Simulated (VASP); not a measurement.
A run of VASP 6.6.1 is set up as follows.

The input INCAR:

```
PREC = Accurate
ENCUT = 520
EDIFF = 1E-7
ISMEAR = -1
SIGMA = 0.05
LREAL = False
LASPH = True
NELM = 150
ALGO = Normal
ISIF = 2
LWAVE = False
LCHARG = False
ISPIN = 2
MAGMOM = 0.824 0.824
LORBIT = 11
LMAXMIX = 4
GGA = B5
ALDAX = 1.0
AGGAX = 1.0
AGGAC = 1.0
ALDAC = 0.0
NBANDS = 21
```

Contents of KPOINTS:

```
Automatic mesh
0
Gamma
  12 12 12
```

POSCAR

```
Ni
1.0
    0.0000000000      2.5237690854      2.5237690854
    2.5237690854      0.0000000000      2.5237690854
    2.5237690854      2.5237690854      0.0000000000
Ni
2
Direct
    0.1250000000      0.1250000000      0.1250000000
    0.8750000000      0.8750000000      0.8750000000
```

Potentials or basis: VASP PAW PBE potentials, release 64 (Ni).

Command:

```sh
$ cat potpaw_PBE.64/Ni/POTCAR > POTCAR
$ mpirun -np 1 vasp_std > vasp.out
```

Question: What does it give for the pressure?

Answer: 7.8 GPa.

Question: What does it give for the net moment?

Answer: 1.52 μB per cell.

Question: What does it give for the site moments?

Answer: Ni +0.76 μB.

Caveat: the cell stands under pressure; the PAW data sets were made with another functional, which shifts forces and pressure a little.
